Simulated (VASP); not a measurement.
Write the native input for VASP 6.6.1 that does the following.

```yaml
Task: relaxation of cell and atoms
Functional: PBE
Potentials_or_basis: VASP PAW PBE potentials, release 64 (Al, B, P)
Cutoff: 600 eV
k_mesh: 4 × 4 × 4
Occupations: gaussian, width 0.1 eV
Spin: no spin polarisation
Dipole_correction: no
Further_INCAR_settings: ALGO = Normal; EDIFF = 1e-07; IBRION = 2; EDIFFG = -0.025; NSW = 80; ISIF = 3
```

The structure of Al2B3P5 lies in POSCAR:

```
Al2B3P5
1.0
   -0.0265374912     -3.4252017872      0.0867876885
    3.4873664969      0.0265374912      0.0246419000
   -1.6386277551      1.3760632579     12.3960644052
Al B P
2 3 5
Direct
    0.8504705664      0.8541101650      0.7887070497
    0.1284452854      0.1693320841      0.2174922029
    0.4986411236      0.4616031253      1.0094329727
    0.7485414834      0.6891202732      0.4124181336
    0.2765364355      0.3367303606      0.5763089428
    0.4162125801      0.9221386733      0.9087888669
    0.1006284851      0.5686822403      0.0775946494
    0.6571301296      0.1309398498      0.3173222688
    0.2515676607      0.7474664057      0.5083024118
    0.8218262503      0.3698768227      0.6836325014
```

These files were run (other wordings do the same):

INCAR

```
SYSTEM = Al2B3P5
  PREC = Accurate
  ENCUT = 600
  EDIFF = 1E-7
  ISMEAR = 0
  SIGMA = 0.1
  LREAL = .False.
  LASPH = .True.
  NELM = 80
  ALGO = Normal
  ISIF = 3
  LWAVE = .False.
  LCHARG = .False.
  GGA = PE
  IBRION = 2
  NSW = 80
  EDIFFG = -0.025
```

KPOINTS

```
regular mesh
0
Gamma
  4 4 4
  0 0 0
```

Potentials or basis: VASP PAW PBE potentials, release 64 (Al, B, P).

Command:

```bash
$ cat potpaw_PBE.64/Al/POTCAR potpaw_PBE.64/B/POTCAR potpaw_PBE.64/P/POTCAR > POTCAR
$ mpirun -np 1 vasp_std > vasp.out
```

It gave:

| Item | Value |
| --- | --- |
| Relaxed volume | 15.13 Å³/atom |
| Relaxed cell | a = 3.449 Å, b = 3.450 Å, c = 12.947 Å, α = 97.65°, β = 97.63°, γ = 90.02° |
| Space group after relaxing (to 0.05 Å) | I-4m2 (No. 119) |
| Energy gained by relaxing | 361.0 meV/atom |
| Ionic steps | 21 |
| Pressure after relaxing | 0.0 GPa |
| Largest force after relaxing | 0.024 eV/Å |
| Band gap on the k mesh | 0.58 eV, indirect (least direct gap 0.59 eV) |

Caveat: the k points lie up to 0.46 Å⁻¹ apart in the final cell.

Run time: 14 min on 1 thread of Intel(R) Xeon(R) 6975P-C (Granite Rapids), on a shared host, peak memory 0.36 GiB.
